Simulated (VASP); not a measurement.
Set up this calculation in VASP 6.6.1, as the native input.

```yaml
Task: single point
Functional: r2SCAN
Potentials_or_basis: VASP PAW PBE potentials, release 64 (Sc_sv)
Cutoff: 520 eV
k_mesh: 9 × 9 × 5
Occupations: gaussian, width 0.1 eV
Spin: no spin polarisation
Dipole_correction: no
Further_INCAR_settings: ALGO = Normal; EDIFF = 1e-06; NBANDS = 18
```

The system is Sc.

```
Sc
1.0
     3.18421    0.00000    0.00000
    -1.59211    2.75761    0.00000
     0.00000    0.00000    4.91645
Sc
2
Cartesian
  0.0000 1.8384 1.2291
  1.5921 0.9192 3.6873
```

These files were run (other wordings do the same):

POSCAR

```
Sc
1.0
    3.1842140965      0.0000000000      0.0000000000
   -1.5921070482      2.7576102986      0.0000000000
    0.0000000000      0.0000000000      4.9164498511
Sc
2
Direct
    0.3333333333      0.6666666667      0.2500000000
    0.6666666667      0.3333333333      0.7500000000
```

INCAR.step1

```
SYSTEM = Sc
PREC = Accurate
ENCUT = 520
ISMEAR = 0
SIGMA = 0.1
LREAL = .FALSE.
LASPH = .TRUE.
NELM = 100
NBANDS = 18
GGA = PE
ALGO = Normal
EDIFF = 1E-4
LWAVE = .TRUE.
LCHARG = .FALSE.
```

INCAR.step2

```
SYSTEM = Sc
PREC = Accurate
ENCUT = 520
EDIFF = 1E-6
ISMEAR = 0
SIGMA = 0.1
LREAL = .FALSE.
LASPH = .TRUE.
NELM = 100
ALGO = Normal
ISIF = 2
LWAVE = .FALSE.
LCHARG = .FALSE.
METAGGA = R2SCAN
LMIXTAU = .TRUE.
NBANDS = 18
ISTART = 1
```

KPOINTS

```
Automatic mesh
0
G
  9 9 5
  0 0 0
```

Potentials or basis: VASP PAW PBE potentials, release 64 (Sc_sv).

Command:

```bash
$ cat potpaw_PBE.64/Sc_sv/POTCAR > POTCAR
$ cp INCAR.step1 INCAR
$ mpirun -np 1 vasp_std > vasp.out
$ cp INCAR.step2 INCAR
$ mpirun -np 1 vasp_std > vasp.out
```

It gave:

```
Pressure               : 10.3 GPa
Band gap on the k mesh : zero (band 11 reaches 5.50 eV, above the bottom of band 12 at 3.84 eV)
```

Caveat: the PAW data sets were made with another functional, which shifts forces and pressure a little.

Wall time 55 s on 1 thread of Intel(R) Xeon(R) Platinum 8488C (Sapphire Rapids), with other jobs on the host, peak memory 0.17 GiB.
